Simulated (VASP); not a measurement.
# As (R-3m) in VASP: settings compared

As is run at these levels: PBE, LDA; tasks: single point.

Everything below comes from runs of VASP 6.6.1. Logs are shortened: lines on timing, memory, paths and dates and some standing lists are left out, and cuts for length are marked.

### Step 1. The cell of the first run

Symmetry: R-3m, No. 166, trigonal system. Conventional cell: a = 3.759 Å, b = 3.759 Å, c = 10.457 Å, α = 90.00°, β = 90.00°, γ = 120.00°. Within 3.3 Å of As (site symmetry 3m) lie 6 As at 2.52 to 3.10 Å.

### Step 2. Single point, PBE

INCAR reads:

```
PREC = Accurate ; ENCUT = 600
EDIFF = 1E-6 ; ISMEAR = 0
SIGMA = 0.1 ; LREAL = F
LASPH = T ; NELM = 120
ALGO = Normal ; ISIF = 2
LWAVE = F ; LCHARG = T
GGA = PE ; LELF = T
LVHAR = T ; NBANDS = 22
GGA_COMPAT = F
```

KPOINTS reads:

```
Automatic mesh
0
Gamma
  6 6 6
```

POSCAR reads:

```
As
1.0
    1.8797494575      1.0852738553      3.4857700000
   -1.8797494575      1.0852738553      3.4857700000
    0.0000000000     -2.1705477106      3.4857700000
As
2
Direct
    0.2275400000      0.2275400000      0.2275400000
    0.7724600000      0.7724600000      0.7724600000
```

Potentials or basis: VASP PAW PBE potentials, release 64 (As_d).

Started as:

```console
$ cat potpaw_PBE.64/As_d/POTCAR > POTCAR
$ mpirun -np 1 vasp_std > vasp.out
```

OUTCAR:

```text
PREC = Accurate
   ENCUT = 600
   EDIFF = 1E-6
   ISMEAR = 0
   LREAL = F
   LASPH = T
   NELM = 120
   ISIF = 2
   GGA = PE

 ion  position               nearest neighbor table
   1  0.228  0.228  0.228-   2 2.52   2 2.52   2 2.52
   2  0.772  0.772  0.772-   1 2.52   1 2.52   1 2.52

  LATTYP: Found a trigonal (rhomboedric) cell.
 ALAT       =     4.1063207202
 COS(alpha) =     0.5808936906

  Lattice vectors:

 A1 = (   1.8797494575,   1.0852738553,   3.4857700000)
 A2 = (  -1.8797494575,   1.0852738553,   3.4857700000)
 A3 = (   0.0000000000,  -2.1705477106,   3.4857700000)

Analysis of symmetry for initial positions (statically):
=====================================================================
 Subroutine PRICEL returns:
 Original cell was already a primitive cell.

 Routine SETGRP: Setting up the symmetry group for a
 trigonal (rhombohedral) supercell.

 Subroutine GETGRP returns: Found 12 space group operations
 (whereof 12 operations were pure point group operations)
 out of a pool of 12 trial point group operations.

The static configuration has the point symmetry D_3d.

Analysis of symmetry for dynamics (positions and initial velocities):
=====================================================================
 Subroutine PRICEL returns:
 Original cell was already a primitive cell.

 Routine SETGRP: Setting up the symmetry group for a
 trigonal (rhombohedral) supercell.

 Subroutine GETGRP returns: Found 12 space group operations
 (whereof 12 operations were pure point group operations)
 out of a pool of 12 trial point group operations.

The dynamic configuration has the point symmetry D_3d.

 Subroutine INISYM returns: Found 12 space group operations
 (whereof 12 operations are pure point group operations),
 and found     1 'primitive' translations

----------------------------------------------------------------------------------------

                                     Primitive cell

  volume of cell :      42.6667

  direct lattice vectors                    reciprocal lattice vectors
     1.879749457  1.085273855  3.485770000     0.265992895  0.153571070  0.095626887
    -1.879749457  1.085273855  3.485770000    -0.265992895  0.153571070  0.095626887
     0.000000000 -2.170547711  3.485770000     0.000000000 -0.307142139  0.095626887

  length of vectors
     4.106320720  4.106320720  4.106320720     0.321684310  0.321684310  0.321684310

  position of ions in fractional coordinates (direct lattice)
     0.227540000  0.227540000  0.227540000
     0.772460000  0.772460000  0.772460000

  ion indices of the primitive-cell ions
   primitive index   ion index
                 1           1
                 2           2

----------------------------------------------------------------------------------------

 KPOINTS: Automatic mesh

Automatic generation of k-mesh.
 Grid dimensions read from file:
 generate k-points for:    6    6    6

 Generating k-lattice:

  Cartesian coordinates                     Fractional coordinates (reciprocal lattice)
     0.044332149  0.025595178  0.015937814     0.166666667 -0.000000000 -0.000000000
    -0.044332149  0.025595178  0.015937814    -0.000000000  0.166666667 -0.000000000
     0.000000000 -0.051190357  0.015937814    -0.000000000 -0.000000000  0.166666667

  Length of vectors
     0.053614052  0.053614052  0.053614052

  Shift w.r.t. Gamma in fractional coordinates (k-lattice)
     0.000000000  0.000000000  0.000000000

 Subroutine IBZKPT returns following result:
 ===========================================

 Found     32 irreducible k-points:

 Following reciprocal coordinates:
            Coordinates               Weight
  0.000000  0.000000  0.000000      1.000000
  0.166667  0.000000  0.000000      6.000000
  0.333333  0.000000  0.000000      6.000000
  0.500000  0.000000  0.000000      3.000000
  0.166667  0.166667  0.000000      6.000000
  0.333333  0.166667  0.000000     12.000000
[... 16 lines left out ...]
  0.500000  0.500000  0.166667      6.000000
 -0.333333  0.500000  0.166667     12.000000
 [... further k-points ...]
   k-points           NKPTS =     32   k-points in BZ     NKDIM =     32   number of bands    NBANDS=     22
   number of dos      NEDOS =    301   number of ions     NIONS =      2
   total plane-waves  NPLWV =  46656
   dimension x,y,z NGX =    36 NGY =   36 NGZ =   36
   dimension x,y,z NGXF=    72 NGYF=   72 NGZF=   72
   ions per type =               2
   NGX,Y,Z   is equivalent  to a cutoff of  14.57, 14.57, 14.57 a.u.
   NGXF,Y,Z  is equivalent  to a cutoff of  29.15, 29.15, 29.15 a.u.
 SYSTEM =  unknown system
   PREC   = accura    normal or accurate (medium, high low for compatibility)
   ISTART =      0    job   : 0-new  1-cont  2-samecut
   ICHARG =      2    charge: 1-file 2-atom 10-const
   ISPIN  =      1    spin polarized calculation?
   LNONCOLLINEAR =      F non collinear calculations
   LSORBIT =      F    spin-orbit coupling
   LASPH  =      T    aspherical Exc in radial PAW
   ENCUT  =  600.0 eV  44.10 Ry    6.64 a.u.   8.20  8.20  8.20*2*pi/ulx,y,z
   NELM   =    120;   NELMIN=  2; NELMDL= -5     # of ELM steps
   EDIFF  = 0.1E-05   stopping-criterion for ELM
   LREAL  =      F    real-space projection
   EDIFFG = 0.1E-04   stopping-criterion for IOM
   NSW    =      0    number of steps for IOM
   IBRION =     -1    ionic relax: 0-MD 1-quasi-New 2-CG
   NFREE  =      0    steps in history (QN), initial steepest desc. (CG)
   ISIF   =      2    stress and relaxation
   ISYM   =      2    0-nonsym 1-usesym 2-fastsym
   POTIM  = 0.5000    time-step for ionic-motion
   TEBEG  =    0.0;   TEEND  =   0.0 temperature during run
   PSTRESS=    0.0 pullay stress
   NELECT =      30.0000    total number of electrons
   NUPDOWN=      -1.0000    fix difference up-down
   EMIN   =  10.00;   EMAX   =-10.00  energy-range for DOS
   EFERMI =   0.00;   METHOD = LEGACY
   ISMEAR =     0;   SIGMA  =   0.10  broadening in eV -4-tet -1-fermi 0-gaus
   EFERMI_NEDOS =   21; number of points for ismear=-14 and -15
   IALGO  =     38    algorithm
   IMIX   =      4    mixing-type and parameters
     AMIX     =   0.40;   BMIX     =  1.00
     AMIX_MAG =   1.60;   BMIX_MAG =  1.00
  volume/ion in A,a.u.               =      21.33       143.96
  Fermi-wavevector in a.u.,A,eV,Ry     =   1.455746  2.750960 28.833402  2.119195
  Thomas-Fermi vector in A             =   2.572744
   LORBIT       =      0    0 simple, 1 ext, 2 COOP (PROOUT), +10 PAW based schemes
   GGA     = PE    functional components
   LHFCALC =     F    Hartree Fock is set to
   AEXX    =    0.0000 exact exchange contribution
   IVDW    =     0    specifies the selected vdW correction
   LEPSILON=     F    determine dielectric tensor
   LRPA    =     F    only Hartree local field effects (RPA)
 non-spin polarized calculation
 Gauss-broadening in eV      SIGMA  =   0.10
  energy-cutoff  :      600.00
  volume of cell :       42.67
 maximum number of plane-waves:      1441
 NGX is ok and might be reduce to    36
   NGX = 17   NGY = 17   NGZ = 17

 number of electron      29.9999998 magnetization

 Free energy of the ion-electron system (eV)
  ---------------------------------------------------
  ext. energy  EPLUGINS =         0.00000000
  ---------------------------------------------------
  free energy    TOTEN  =        -9.37371252 eV

  energy without entropy =       -9.37214297  energy(sigma->0) =       -9.37292775

 E-fermi :   3.9022     XC(G=0): -10.7143

 val. band max:        3.5765570251   @ k =   0.5000   0.0000   0.0000
 cond. band min:       3.9022181789   @ k =   0.3333   0.1667   0.1667
 fundamental gap:      0.3256611538
 Fermi energy:         3.9021897072

 k-point     1 :       0.0000    0.0000    0.0000
  band No.  band energies     occupation
      1     -32.4316      2.00000
      2     -32.4316      2.00000
      3     -32.3859      2.00000
      4     -32.3859      2.00000
      5     -32.3556      2.00000
      6     -32.3175      2.00000
[... 14 lines left out ...]
     21      11.0947      0.00000
     22      12.6705      0.00000

 k-point     2 :       0.1667    0.0000    0.0000
  band No.  band energies     occupation
      1     -32.4283      2.00000
      2     -32.4235      2.00000
      3     -32.3831      2.00000
      4     -32.3801      2.00000
      5     -32.3534      2.00000
      6     -32.3214      2.00000
[... 14 lines left out ...]
     21      10.8249      0.00000
     22      14.7177      0.00000

 k-point     3 :       0.3333    0.0000    0.0000
  band No.  band energies     occupation
      1     -32.4211      2.00000
      2     -32.4029      2.00000
      3     -32.3767      2.00000
      4     -32.3656      2.00000
      5     -32.3473      2.00000
      6     -32.3320      2.00000
[... 14 lines left out ...]
     21      12.9353      0.00000
     22      16.2757      0.00000

 k-point     4 :       0.5000    0.0000    0.0000
  band No.  band energies     occupation
      1     -32.4169      2.00000
      2     -32.3882      2.00000
      3     -32.3686      2.00000
      4     -32.3515      2.00000
      5     -32.3494      2.00000
      6     -32.3438      2.00000
[... 14 lines left out ...]
     21      15.4580      0.00000
     22      15.6309      0.00000

 k-point     5 :       0.1667    0.1667    0.0000
  band No.  band energies     occupation
      1     -32.4310      2.00000
      2     -32.4194      2.00000
      3     -32.3837      2.00000
      4     -32.3791      2.00000
      5     -32.3529      2.00000
      6     -32.3226      2.00000
[... 417 lines left out ...]
 k-point    22 :      -0.1667    0.3333    0.1667
  band No.  band energies     occupation
      1     -32.4257      2.00000
      2     -32.3842      2.00000
      3     -32.3710      2.00000
      4     -32.3593      2.00000
      5     -32.3465      2.00000
      6     -32.3430      2.00000
[... 14 lines left out ...]
     21      14.4387      0.00000
     22      16.0152      0.00000

 k-point    23 :       0.5000    0.5000    0.1667
  band No.  band energies     occupation
      1     -32.4264      2.00000
      2     -32.3985      2.00000
      3     -32.3769      2.00000
      4     -32.3637      2.00000
      5     -32.3458      2.00000
      6     -32.3342      2.00000
[... 14 lines left out ...]
     21      15.5201      0.00000
     22      15.8398      0.00000

 k-point    24 :      -0.3333    0.5000    0.1667
  band No.  band energies     occupation
      1     -32.4255      2.00000
      2     -32.3876      2.00000
      3     -32.3711      2.00000
      4     -32.3605      2.00000
      5     -32.3445      2.00000
      6     -32.3402      2.00000
[... 14 lines left out ...]
     21      15.8404      0.00000
     22      16.9277      0.00000

 [... further k-points ...]

------------------------ aborting loop because EDIFF is reached ----------------------------------------

  FORCE on cell =-STRESS in cart. coord.  units (eV):
  Direction    XX          YY          ZZ          XY          YZ          ZX
  --------------------------------------------------------------------------------------
  -------------------------------------------------------------------------------------
  Total        1.0719361      1.0719361      0.6658122      0.0000000      0.0000000      0.0000000
  in kB       40.2522542     40.2522542     25.0019006      0.0000000      0.0000000      0.0000000
  external PRESSURE =      35.1688030 kB  Pullay stress =       0.0000000 kB

 VOLUME and BASIS-vectors are now :
 -----------------------------------------------------------------------------
  energy-cutoff  :      600.00
  volume of cell :       42.67
      direct lattice vectors                 reciprocal lattice vectors
     1.879749457  1.085273855  3.485770000     0.265992895  0.153571070  0.095626887
    -1.879749457  1.085273855  3.485770000    -0.265992895  0.153571070  0.095626887
     0.000000000 -2.170547711  3.485770000     0.000000000 -0.307142139  0.095626887

 POSITION                                       TOTAL-FORCE (eV/Angst)
 -----------------------------------------------------------------------------------
      0.00000      0.00000      2.37946         0.000000      0.000000      0.119963
      0.00000      0.00000      8.07785         0.000000      0.000000     -0.119963
 -----------------------------------------------------------------------------------
    total drift:                               -0.000000      0.000000     -0.000000

  FREE ENERGIE OF THE ION-ELECTRON SYSTEM (eV)
  ---------------------------------------------------
  free  energy   TOTEN  =        -9.3737125161 eV

  energy  without entropy=       -9.3721429739  energy(sigma->0) =       -9.37292775
```

Wall time 62 s (1 thread of AMD EPYC 7R43 (Zen 3), shared host); peak memory 0.17 GiB.

Results:

* Free energy: -9.3737 eV
* Pressure: 3.5 GPa
* Largest force: 0.120 eV/Å
* Band gap on the k mesh: zero (band 15 reaches 3.90 eV, above the bottom of band 16 at 3.58 eV)

Forces in eV/Å, atoms in the order of the input:
```
As   0.000  0.000  0.120
As   0.000  0.000 -0.120
```

Levels at points of the mesh, in eV from the Fermi level:
```
           k point  band 12  band 13  band 14  band 15  band 16  band 17  band 18  band 19
(0.00, 0.00, 0.00)    -5.80    -2.57    -2.04    -2.04     1.76     2.94     2.94     6.80
(0.50, 0.00, 0.00)   -11.18    -2.79    -2.77    -0.39    -0.33     0.24     1.22     9.04
(0.50, 0.50, 0.00)    -9.70    -6.11    -4.32    -4.17     1.49     5.47     6.80     7.34
(0.50, 0.50, 0.50)   -10.16    -1.75    -1.75    -0.57     0.67     0.67     1.75     8.12
```

### Step 3. Single point, LDA, collinear spin

This run uses another cell than the first one, of 18.15 Å³/atom, 0.851 times its volume.

INCAR reads:

```
SYSTEM = As
  PREC = Accurate
  ENCUT = 500
  EDIFF = 1E-6
  ISMEAR = 1
  SIGMA = 0.044
  LREAL = .FALSE.
  LASPH = .TRUE.
  NELM = 200
  ALGO = Normal
  ISIF = 2
  LWAVE = .FALSE.
  LCHARG = .FALSE.
  ISPIN = 2
  MAGMOM = 0 3
  LORBIT = 11
  GGA = CA
  NBANDS = 16
  GGA_COMPAT = .FALSE.
```

KPOINTS reads:

```
regular mesh
0
G
  3 3 3
  0 0 0
```

POSCAR reads:

```
As
1.0
    1.7813249664      1.0284484489      3.3032535816
   -1.7813249664      1.0284484489      3.3032535816
    0.0000000000     -2.0568968977      3.3032535816
As
2
Direct
    0.2275400000      0.2275400000      0.2275400000
    0.7724600000      0.7724600000      0.7724600000
```

Potentials or basis: VASP PAW LDA potentials, release 64 (As).

Started as:

```console
$ cat potpaw_LDA.64/As/POTCAR > POTCAR
$ mpirun -np 1 vasp_std > vasp.out
```

It took 8.6 s on 1 thread of Intel Xeon Platinum 8375C at 2.90GHz (Ice Lake), shared host; peak memory 0.14 GiB.

The run converged. Its results:

* Free energy: -10.5852 eV
* Pressure: 19.2 GPa
* Largest force: 0.862 eV/Å
* Band gap on the k mesh: 0.98 eV, indirect (least direct gap 1.31 eV)
* Net moment: 0.00 μB per cell
* Valence electrons inside the program's atomic spheres: As 2.85

Forces in eV/Å, atoms in the order of the input:
```
As   0.000  0.000  0.862
As   0.000  0.000 -0.862
```

Stress tensor (GPa, compression positive):
```
24.11  0.00  0.00
 0.00 24.11  0.00
 0.00  0.00  9.44
```

Levels at points of the mesh, in eV from the valence-band top:
Spin up:
```
           k point  band 1  band 2  band 3  band 4  band 5  band 6  band 7  band 8  band 9  band 10
(0.00, 0.00, 0.00)  -16.44   -4.74   -2.93   -2.09   -2.09    2.10    3.45    3.45    6.91     6.91
```
Spin down:
| k point | band 2 | band 3 | band 4 | band 5 | band 6 | band 7 | band 8 | band 9 |
| --- | --- | --- | --- | --- | --- | --- | --- | --- |
| (0.00, 0.00, 0.00) | -4.74 | -2.93 | -2.09 | -2.09 | 2.10 | 3.45 | 3.45 | 6.91 |

Caveat: the k points lie up to 0.71 Å⁻¹ apart. A k mesh can miss the band edges.
